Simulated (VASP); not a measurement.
Here is a VASP 6.6.1 calculation.

POSCAR

```
GaSb
1.0
    3.5818184809      0.0000000000      0.0000000000
    0.0000000000      3.5818184809      0.0000000000
    0.0000000000      0.0000000000      3.5818184809
Ga Sb
1 1
Direct
    0.0000000000      0.0000000000      0.0000000000
    0.5000000000      0.5000000000      0.5000000000
```

INCAR.step1

```
SYSTEM = GaSb
  ALGO = Normal
  EDIFF = 1E-4
  ENCUT = 520
  GGA = PE
  ISMEAR = -1
  LASPH = .TRUE.
  LCHARG = .FALSE.
  LREAL = .FALSE.
  LWAVE = .TRUE.
  NBANDS = 16
  NELM = 100
  PREC = Accurate
  SIGMA = 0.02
```

Contents of INCAR.step2:

```
SYSTEM = GaSb
  ALGO = Normal
  EDIFF = 1E-6
  ENCUT = 520
  ISIF = 2
  ISMEAR = -1
  ISTART = 1
  LASPH = .TRUE.
  LCHARG = .FALSE.
  LMIXTAU = .TRUE.
  LREAL = .FALSE.
  LWAVE = .FALSE.
  METAGGA = R2SCAN
  NBANDS = 16
  NELM = 100
  PREC = Accurate
  SIGMA = 0.02
```

KPOINTS

```
k-points
0
G
  6 6 6
  0 0 0
```

Potentials or basis: VASP PAW PBE potentials, release 64 (Ga_d, Sb).

The run is started by

```sh
$ cat potpaw_PBE.64/Ga_d/POTCAR potpaw_PBE.64/Sb/POTCAR > POTCAR
$ cp INCAR.step1 INCAR
$ mpirun -np 1 vasp_std > vasp.out
$ cp INCAR.step2 INCAR
$ mpirun -np 1 vasp_std > vasp.out
```

Task: Estimate the band gap on the k mesh.

Result: Zero (band 9 reaches 8.88 eV, above the bottom of band 10 at 4.53 eV).

Task: What does it give for the pressure?

Result: -0.1 GPa.

Caveat: the PAW data sets were made with another functional, which shifts forces and pressure a little; spin-orbit coupling is left out, which moves the levels of the heavy elements.
